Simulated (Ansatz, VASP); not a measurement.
# Two plane-wave programs on EuO

```
Eu O
1.0
     0.00000    2.57195    2.57195
     2.57195    0.00000    2.57195
     2.57195    2.57195    0.00000
Eu O
1 1
Direct
  0.00000 0.00000 0.00000
  0.50000 0.50000 0.50000
```

Alike in both runs: task relaxation of cell and atoms; functional PBE; k mesh 14 × 14 × 14; occupations gaussian, width 0.1 eV; collinear spin.

```csv
,VASP,Ansatz
version,VASP 6.6.1,Ansatz 0.2.0
potentials or method,"VASP PAW PBE potentials, release 64 (Eu, O), cutoff 600 eV","scalar-relativistic, plane waves, PAW"
valence electrons in the cell,23,23
```

VASP gave:

* gap on the k mesh at the Fermi level, each at its own relaxed structure (eV): none
* net moment per atom (μB): 3.47
* size of the moment on the site where the two differ most (μB): 0.10
* relaxed volume (Å³/atom): 16.14
* relaxed cell length with the largest relative difference (Å): 3.574

Question: Which values does Ansatz return?

Answer: gap on the k mesh at the Fermi level, each at its own relaxed structure (eV): none; net moment per atom (μB): 3.47; size of the moment on the site where the two differ most (μB): 0.08; relaxed volume (Å³/atom): 16.21; relaxed cell length with the largest relative difference (Å): 3.579.

Site moments also hang on the region over which each program counts them. A gap of «none» marks a metal or a gap that the smearing closes. Ansatz's warnings: given moment on shells.

Spin-orbit coupling is off throughout.
